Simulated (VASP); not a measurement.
# HfBiBr3 (Pm-3m) in VASP: further runs

HfBiBr3 is run at these levels: PBE; tasks: single point, relaxation of cell and atoms.

All numbers are computed with VASP 6.6.1; they aren't measurements. Logs are shortened: lines on timing, memory, paths and dates and some standing lists are left out, and cuts for length are marked.

**1. The cell of the first run**

Symmetry: Pm-3m, No. 221, cubic system. The conventional cell has a = 5.165 Å, b = 5.165 Å, c = 5.165 Å, α = 90.00°, β = 90.00°, γ = 90.00°. Hf (site symmetry m-3m) has 6 Br at 2.58 Å within 3.4 Å. Bi (site symmetry m-3m) has 12 Br at 3.65 Å and 8 Hf at 4.47 Å within 4.8 Å. Br (site symmetry 4/mmm) has 2 Hf at 2.58 Å within 3.4 Å.

**2. Single point, PBE**

Contents of INCAR:

```
SYSTEM = HfBiBr3
PREC     = Accurate       ! precision mode
ENCUT    = 520            ! plane-wave cutoff, eV
EDIFF    = 1E-6           ! SCF threshold, eV
ISMEAR   = 0              ! smearing method
SIGMA    = 0.1            ! smearing width, eV
LREAL    = .False.        ! projectors in reciprocal space
LASPH    = .True.         ! aspherical terms in the spheres
NELM     = 80             ! most SCF steps
ALGO     = Normal         ! electronic algorithm
ISIF     = 2              ! what is computed and relaxed
LWAVE    = .False.        ! write WAVECAR
LCHARG   = .False.        ! write CHGCAR
GGA      = PE             ! functional
NBANDS   = 31             ! bands
```

Contents of KPOINTS:

```
Automatic mesh
0
Gamma
  4 4 4
  0 0 0
```

Contents of POSCAR:

```
HfBiBr3
1.0
    5.1647132400      0.0000000000      0.0000000000
    0.0000000000      5.1647132400      0.0000000000
    0.0000000000      0.0000000000      5.1647132400
Hf Bi Br
1 1 3
Direct
    0.0000000000      0.0000000000      0.0000000000
    0.5000000000      0.5000000000      0.5000000000
    0.5000000000      0.0000000000      0.0000000000
    0.0000000000      0.5000000000      0.0000000000
    0.0000000000      0.0000000000      0.5000000000
```

Potentials or basis: VASP PAW PBE potentials, release 64 (Hf_pv, Bi_d, Br).

The run is started by

```sh
$ cat potpaw_PBE.64/Hf_pv/POTCAR potpaw_PBE.64/Bi_d/POTCAR potpaw_PBE.64/Br/POTCAR > POTCAR
$ mpirun -np 1 vasp_std > vasp.out
```

OUTCAR:

```text
SYSTEM = HfBiBr3
   PREC = Accurate
   ENCUT = 520
   EDIFF = 1E-6
   ISMEAR = 0
   LREAL = .False.
   LASPH = .True.
   NELM = 80
   ISIF = 2
   GGA = PE

 ion  position               nearest neighbor table
   1  0.000  0.000  0.000-   3 2.58   4 2.58   5 2.58   5 2.58   4 2.58   3 2.58
   2  0.500  0.500  0.500-
   3  0.500  0.000  0.000-   1 2.58   1 2.58
   4  0.000  0.500  0.000-   1 2.58   1 2.58
   5  0.000  0.000  0.500-   1 2.58   1 2.58

  LATTYP: Found a simple cubic cell.
 ALAT       =     5.1647132400

  Lattice vectors:

 A1 = (   5.1647132400,   0.0000000000,   0.0000000000)
 A2 = (   0.0000000000,   5.1647132400,   0.0000000000)
 A3 = (   0.0000000000,   0.0000000000,   5.1647132400)

Analysis of symmetry for initial positions (statically):
=====================================================================
 Subroutine PRICEL returns:
 Original cell was already a primitive cell.

 Routine SETGRP: Setting up the symmetry group for a
 simple cubic supercell.

 Subroutine GETGRP returns: Found 48 space group operations
 (whereof 48 operations were pure point group operations)
 out of a pool of 48 trial point group operations.

The static configuration has the point symmetry O_h .

Analysis of symmetry for dynamics (positions and initial velocities):
=====================================================================
 Subroutine PRICEL returns:
 Original cell was already a primitive cell.

 Routine SETGRP: Setting up the symmetry group for a
 simple cubic supercell.

 Subroutine GETGRP returns: Found 48 space group operations
 (whereof 48 operations were pure point group operations)
 out of a pool of 48 trial point group operations.

The dynamic configuration has the point symmetry O_h .

 Subroutine INISYM returns: Found 48 space group operations
 (whereof 48 operations are pure point group operations),
 and found     1 'primitive' translations

----------------------------------------------------------------------------------------

                                     Primitive cell

  volume of cell :     137.7649

  direct lattice vectors                    reciprocal lattice vectors
     5.164713240  0.000000000  0.000000000     0.193621592  0.000000000  0.000000000
     0.000000000  5.164713240  0.000000000     0.000000000  0.193621592  0.000000000
     0.000000000  0.000000000  5.164713240     0.000000000  0.000000000  0.193621592

  length of vectors
     5.164713240  5.164713240  5.164713240     0.193621592  0.193621592  0.193621592

  position of ions in fractional coordinates (direct lattice)
     0.000000000  0.000000000  0.000000000
     0.500000000  0.500000000  0.500000000
     0.500000000  0.000000000  0.000000000
     0.000000000  0.500000000  0.000000000
     0.000000000  0.000000000  0.500000000

  ion indices of the primitive-cell ions
   primitive index   ion index
                 1           1
                 2           2
                 3           3
                 4           4
                 5           5

----------------------------------------------------------------------------------------

 KPOINTS: Automatic mesh

Automatic generation of k-mesh.
 Grid dimensions read from file:
 generate k-points for:    4    4    4

 Generating k-lattice:

  Cartesian coordinates                     Fractional coordinates (reciprocal lattice)
     0.048405398  0.000000000  0.000000000     0.250000000  0.000000000  0.000000000
     0.000000000  0.048405398  0.000000000     0.000000000  0.250000000  0.000000000
     0.000000000  0.000000000  0.048405398     0.000000000  0.000000000  0.250000000

  Length of vectors
     0.048405398  0.048405398  0.048405398

  Shift w.r.t. Gamma in fractional coordinates (k-lattice)
     0.000000000  0.000000000  0.000000000

 Subroutine IBZKPT returns following result:
 ===========================================

 Found     10 irreducible k-points:

 Following reciprocal coordinates:
            Coordinates               Weight
  0.000000  0.000000  0.000000      1.000000
  0.250000  0.000000  0.000000      6.000000
  0.500000  0.000000  0.000000      3.000000
  0.250000  0.250000  0.000000     12.000000
  0.500000  0.250000  0.000000     12.000000
  0.500000  0.500000  0.000000      3.000000
  0.250000  0.250000  0.250000      8.000000
  0.500000  0.250000  0.250000     12.000000
  0.500000  0.500000  0.250000      6.000000
  0.500000  0.500000  0.500000      1.000000
   k-points           NKPTS =     10   k-points in BZ     NKDIM =     10   number of bands    NBANDS=     31
   number of dos      NEDOS =    301   number of ions     NIONS =      5
   total plane-waves  NPLWV =  64000
   dimension x,y,z NGX =    40 NGY =   40 NGZ =   40
   dimension x,y,z NGXF=    80 NGYF=   80 NGZF=   80
   ions per type =               1   1   3
   NGX,Y,Z   is equivalent  to a cutoff of  12.88, 12.88, 12.88 a.u.
   NGXF,Y,Z  is equivalent  to a cutoff of  25.75, 25.75, 25.75 a.u.
 SYSTEM =  HfBiBr3
   PREC   = accura    normal or accurate (medium, high low for compatibility)
   ISTART =      0    job   : 0-new  1-cont  2-samecut
   ICHARG =      2    charge: 1-file 2-atom 10-const
   ISPIN  =      1    spin polarized calculation?
   LNONCOLLINEAR =      F non collinear calculations
   LSORBIT =      F    spin-orbit coupling
   LASPH  =      T    aspherical Exc in radial PAW
   ENCUT  =  520.0 eV  38.22 Ry    6.18 a.u.   9.60  9.60  9.60*2*pi/ulx,y,z
   NELM   =     80;   NELMIN=  2; NELMDL= -5     # of ELM steps
   EDIFF  = 0.1E-05   stopping-criterion for ELM
   LREAL  =      F    real-space projection
   EDIFFG = 0.1E-04   stopping-criterion for IOM
   NSW    =      0    number of steps for IOM
   IBRION =     -1    ionic relax: 0-MD 1-quasi-New 2-CG
   NFREE  =      0    steps in history (QN), initial steepest desc. (CG)
   ISIF   =      2    stress and relaxation
   ISYM   =      2    0-nonsym 1-usesym 2-fastsym
   POTIM  = 0.5000    time-step for ionic-motion
   TEBEG  =    0.0;   TEEND  =   0.0 temperature during run
   PSTRESS=    0.0 pullay stress
   NELECT =      46.0000    total number of electrons
   NUPDOWN=      -1.0000    fix difference up-down
   EMIN   =  10.00;   EMAX   =-10.00  energy-range for DOS
   EFERMI =   0.00;   METHOD = LEGACY
   ISMEAR =     0;   SIGMA  =   0.10  broadening in eV -4-tet -1-fermi 0-gaus
   EFERMI_NEDOS =   21; number of points for ismear=-14 and -15
   IALGO  =     38    algorithm
   IMIX   =      4    mixing-type and parameters
     AMIX     =   0.40;   BMIX     =  1.00
     AMIX_MAG =   1.60;   BMIX_MAG =  1.00
  volume/ion in A,a.u.               =      27.55       185.94
  Fermi-wavevector in a.u.,A,eV,Ry     =   1.135746  2.146249 17.550414  1.289919
  Thomas-Fermi vector in A             =   2.272451
   LORBIT       =      0    0 simple, 1 ext, 2 COOP (PROOUT), +10 PAW based schemes
   GGA     = PE    functional components
   LHFCALC =     F    Hartree Fock is set to
   AEXX    =    0.0000 exact exchange contribution
   IVDW    =     0    specifies the selected vdW correction
   LEPSILON=     F    determine dielectric tensor
   LRPA    =     F    only Hartree local field effects (RPA)
 non-spin polarized calculation
 Gauss-broadening in eV      SIGMA  =   0.10
  energy-cutoff  :      520.00
  volume of cell :      137.76
 maximum number of plane-waves:      3743
 NGX is ok and might be reduce to    40
   NGX = 19   NGY = 19   NGZ = 19

 number of electron      45.9999995 magnetization

 Free energy of the ion-electron system (eV)
  ---------------------------------------------------
  ext. energy  EPLUGINS =         0.00000000
  ---------------------------------------------------
  free energy    TOTEN  =       -19.65623698 eV

  energy without entropy =      -19.59680407  energy(sigma->0) =      -19.62652053

 E-fermi :   5.1676     XC(G=0):  -9.5310

 val. band max:        5.1556219047   @ k =   0.2500   0.0000   0.0000
 cond. band min:       5.2028584448   @ k =   0.5000   0.2500   0.0000
 fundamental gap:      0.0472365401
 Fermi energy:         5.1675644445

 k-point     1 :       0.0000    0.0000    0.0000
  band No.  band energies     occupation
      1     -27.4669      2.00000
      2     -27.4669      2.00000
      3     -27.4669      2.00000
      4     -17.7821      2.00000
      5     -17.7821      2.00000
      6     -17.7807      2.00000
[... 23 lines left out ...]
     30       6.5582      0.00000
     31       8.7399      0.00000

 k-point     2 :       0.2500    0.0000    0.0000
  band No.  band energies     occupation
      1     -27.4723      2.00000
      2     -27.4667      2.00000
      3     -27.4667      2.00000
      4     -17.7818      2.00000
      5     -17.7812      2.00000
      6     -17.7810      2.00000
[... 23 lines left out ...]
     30       8.7617      0.00000
     31       9.5444      0.00000

 k-point     3 :       0.5000    0.0000    0.0000
  band No.  band energies     occupation
      1     -27.4777      2.00000
      2     -27.4666      2.00000
      3     -27.4666      2.00000
      4     -17.7816      2.00000
      5     -17.7813      2.00000
      6     -17.7813      2.00000
[... 23 lines left out ...]
     30      10.8091      0.00000
     31      11.1327      0.00000

 k-point     4 :       0.2500    0.2500    0.0000
  band No.  band energies     occupation
      1     -27.4722      2.00000
      2     -27.4721      2.00000
      3     -27.4666      2.00000
      4     -17.7816      2.00000
      5     -17.7813      2.00000
      6     -17.7810      2.00000
[... 23 lines left out ...]
     30       9.1028      0.00000
     31      10.1399      0.00000

 k-point     5 :       0.5000    0.2500    0.0000
  band No.  band energies     occupation
      1     -27.4776      2.00000
      2     -27.4720      2.00000
      3     -27.4664      2.00000
      4     -17.7820      2.00000
      5     -17.7813      2.00000
      6     -17.7811      2.00000
[... 23 lines left out ...]
     30      11.1043      0.00000
     31      11.1637      0.00000

 k-point     6 :       0.5000    0.5000    0.0000
  band No.  band energies     occupation
      1     -27.4774      2.00000
      2     -27.4774      2.00000
      3     -27.4662      2.00000
      4     -17.7827      2.00000
      5     -17.7813      2.00000
      6     -17.7813      2.00000
[... 23 lines left out ...]
     30      10.3900      0.00000
     31      10.9777      0.00000

 k-point     7 :       0.2500    0.2500    0.2500
  band No.  band energies     occupation
      1     -27.4720      2.00000
      2     -27.4720      2.00000
      3     -27.4720      2.00000
      4     -17.7815      2.00000
      5     -17.7815      2.00000
      6     -17.7815      2.00000
[... 23 lines left out ...]
     30       9.3069      0.00000
     31      10.7457      0.00000

 k-point     8 :       0.5000    0.2500    0.2500
  band No.  band energies     occupation
      1     -27.4774      2.00000
      2     -27.4718      2.00000
      3     -27.4718      2.00000
      4     -17.7820      2.00000
      5     -17.7819      2.00000
      6     -17.7814      2.00000
[... 23 lines left out ...]
     30      10.6799      0.00000
     31      10.7532      0.00000

 k-point     9 :       0.5000    0.5000    0.2500
  band No.  band energies     occupation
      1     -27.4772      2.00000
      2     -27.4772      2.00000
      3     -27.4717      2.00000
      4     -17.7826      2.00000
      5     -17.7819      2.00000
      6     -17.7819      2.00000
[... 23 lines left out ...]
     30       9.8539      0.00000
     31      10.1377      0.00000

 k-point    10 :       0.5000    0.5000    0.5000
  band No.  band energies     occupation
      1     -27.4770      2.00000
      2     -27.4770      2.00000
      3     -27.4770      2.00000
      4     -17.7825      2.00000
      5     -17.7825      2.00000
      6     -17.7825      2.00000
[... 23 lines left out ...]
     30       8.7673      0.00000
     31      10.9527      0.00000

------------------------ aborting loop because EDIFF is reached ----------------------------------------

  FORCE on cell =-STRESS in cart. coord.  units (eV):
  Direction    XX          YY          ZZ          XY          YZ          ZX
  --------------------------------------------------------------------------------------
  -------------------------------------------------------------------------------------
  Total        3.7524309      3.7524309      3.7524309      0.0000000     -0.0000000      0.0000000
  in kB       43.6399902     43.6399902     43.6399902      0.0000000     -0.0000000      0.0000000
  external PRESSURE =      43.6399902 kB  Pullay stress =       0.0000000 kB

 VOLUME and BASIS-vectors are now :
 -----------------------------------------------------------------------------
  energy-cutoff  :      520.00
  volume of cell :      137.76
      direct lattice vectors                 reciprocal lattice vectors
     5.164713240  0.000000000  0.000000000     0.193621592  0.000000000  0.000000000
     0.000000000  5.164713240  0.000000000     0.000000000  0.193621592  0.000000000
     0.000000000  0.000000000  5.164713240     0.000000000  0.000000000  0.193621592

 POSITION                                       TOTAL-FORCE (eV/Angst)
 -----------------------------------------------------------------------------------
      0.00000      0.00000      0.00000         0.000000      0.000000      0.000000
      2.58236      2.58236      2.58236         0.000000      0.000000      0.000000
      2.58236      0.00000      0.00000         0.000000      0.000000      0.000000
      0.00000      2.58236      0.00000         0.000000      0.000000      0.000000
      0.00000      0.00000      2.58236         0.000000      0.000000      0.000000
 -----------------------------------------------------------------------------------
    total drift:                               -0.000000      0.000000     -0.000000

  FREE ENERGIE OF THE ION-ELECTRON SYSTEM (eV)
  ---------------------------------------------------
  free  energy   TOTEN  =       -19.6562369795 eV

  energy  without entropy=      -19.5968040750  energy(sigma->0) =      -19.62652053
```

Run time: 29 s. Hardware: 1 thread of Intel Xeon 6975P-C (Granite Rapids), shared host; peak memory 0.26 GiB.

Results:

| Quantity | Value |
| --- | --- |
| Free energy | -19.6562 eV |
| Pressure | 4.4 GPa |
| Band gap on the k mesh | zero (bands 23 and 24 overlap by 1.31 eV) |

Caveat: the cell stands under pressure; spin-orbit coupling is left out, which moves the levels of the heavy elements.

**3. Single point, PBE**

This run uses another cell than the first one, of 30.11 Å³/atom.

Contents of INCAR:

```
PREC = Accurate ; ENCUT = 520
EDIFF = 1E-6 ; ISMEAR = 0
SIGMA = 0.1 ; LREAL = False
LASPH = True ; NELM = 100
ALGO = Normal ; ISIF = 2
LWAVE = False ; LCHARG = False
GGA = PE ; NBANDS = 31
```

Contents of KPOINTS:

```
regular mesh
0
Gamma
  4 4 4
```

POSCAR: that of step 2 with these lines changed.

```diff
@@ -2,5 +2,5 @@
 1.0
-    5.1647132400      0.0000000000      0.0000000000
-    0.0000000000      5.1647132400      0.0000000000
-    0.0000000000      0.0000000000      5.1647132400
+    5.3197360722      0.0000000000      0.0000000000
+    0.0000000000      5.3197360722      0.0000000000
+    0.0000000000      0.0000000000      5.3197360722
 Hf Bi Br
```

Potentials or basis: VASP PAW PBE potentials, release 64 (Hf_pv, Bi_d, Br).

The run is started by

```sh
$ cat potpaw_PBE.64/Hf_pv/POTCAR potpaw_PBE.64/Bi_d/POTCAR potpaw_PBE.64/Br/POTCAR > POTCAR
$ mpirun -np 1 vasp_std > vasp.out
```

It took 29 s on 1 thread of Intel Xeon 6975P-C (Granite Rapids), shared host; peak memory 0.26 GiB.

It converged, with:

- Free energy: -19.8014 eV
- Pressure: -0.4 GPa
- Band gap on the k mesh: zero (bands 23 and 24 overlap by 1.10 eV)

Levels at points of the mesh, in eV from the Fermi level:
```csv
k point,band 20,band 21,band 22,band 23,band 24,band 25,band 26,band 27
"(0.00, 0.00, 0.00)",-4.07,-4.07,-0.78,-0.78,-0.78,0.67,0.67,0.67
"(0.50, 0.00, 0.00)",-4.00,-4.00,-0.98,-0.73,0.11,0.11,0.83,0.83
"(0.50, 0.50, 0.00)",-4.89,-3.34,-0.56,0.08,0.08,0.84,0.85,0.85
"(0.50, 0.50, 0.50)",-3.34,-3.34,0.33,0.33,0.33,1.95,1.95,1.95
```

Caveat: spin-orbit coupling is left out, which moves the levels of the heavy elements.

(Continued in part 2 of 2.)

The gap in the log of VASP goes by the Fermi energy; the results here count the filled bands.